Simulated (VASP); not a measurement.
Input of a VASP 6.6.1 run:

Contents of INCAR:

```
SYSTEM = HfN
  PREC = Accurate
  ENCUT = 520
  EDIFF = 1E-7
  ISMEAR = 0
  SIGMA = 0.1
  LREAL = .False.
  LASPH = .True.
  NELM = 80
  ALGO = Normal
  ISIF = 2
  LWAVE = .False.
  LCHARG = .True.
  GGA = PS
  LELF = .True.
  LVHAR = .True.
  ISYM = 0
  NBANDS = 14
```

KPOINTS

```
Automatic mesh
0
Gamma
  12 12 13
  0 0 0
```

File POSCAR:

```
HfN
1.0
    3.0940796522      0.0000000000      0.0000000000
   -1.5470398261      2.6795515801      0.0000000000
    1.5470398261      0.8931838600      2.6889360992
Hf N
1 1
Direct
    0.0000000000      0.5000000000      0.5000000000
    0.0000000000      0.0000000000      0.0000000000
```

Potentials or basis: VASP PAW PBE potentials, release 64 (Hf_pv, N).

Run with:

```console
$ cat potpaw_PBE.64/Hf_pv/POTCAR potpaw_PBE.64/N/POTCAR > POTCAR
$ mpirun -np 1 vasp_std > vasp.out
```

Problem. What does it give for the pressure?

Solution. 4.7 GPa.

Stress tensor (GPa, compression positive):
```
10.29  0.06 -0.29
 0.06 10.23 -0.17
-0.29 -0.17 -6.40
```

Caveat: the PAW data sets were made with another functional, which shifts forces and pressure a little.
